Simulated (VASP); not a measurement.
Cs3Li2, 5 atoms in the cell. The structure is cubic, space group Pm-3m (No. 221). Conventional cell: a = 7.566 Å, b = 7.566 Å, c = 7.566 Å, α = 90.00°, β = 90.00°, γ = 90.00°. Within 5.0 Å of Cs (site symmetry 4/mmm) lie 2 Li at 3.78 Å. Within 5.0 Å of Li (site symmetry m-3m) lie 6 Cs at 3.78 Å. 

* Program: VASP 6.6.1
* Task: relaxation of cell and atoms
* Functional: PBE
* Potentials or basis: VASP PAW PBE potentials, release 64 (Cs_sv, Li_sv)
* Cutoff: 600 eV
* k mesh: 6 × 6 × 6
* Occupations: gaussian, width 0.1 eV
* Spin: no spin polarisation
* Dipole correction: no
* Further INCAR settings: ALGO = Normal; EDIFF = 1e-07; IBRION = 2; EDIFFG = -0.01; NSW = 100; ISIF = 3

Potentials or basis: VASP PAW PBE potentials, release 64 (Cs_sv, Li_sv).

Launch:

```sh
$ cat potpaw_PBE.64/Cs_sv/POTCAR potpaw_PBE.64/Li_sv/POTCAR > POTCAR
$ mpirun -np 1 vasp_std > vasp.out
```

Hardware: 1 thread of Intel(R) Xeon(R) 6975P-C (Granite Rapids), with other jobs on the host.

Problem. How long does it take, and how much memory?

Solution. Run time: 97 s on 1 thread of Intel(R) Xeon(R) 6975P-C (Granite Rapids), on a shared host, peak memory 0.57 GiB. Counts: scf iterations 17, k points 20, ion steps 1.
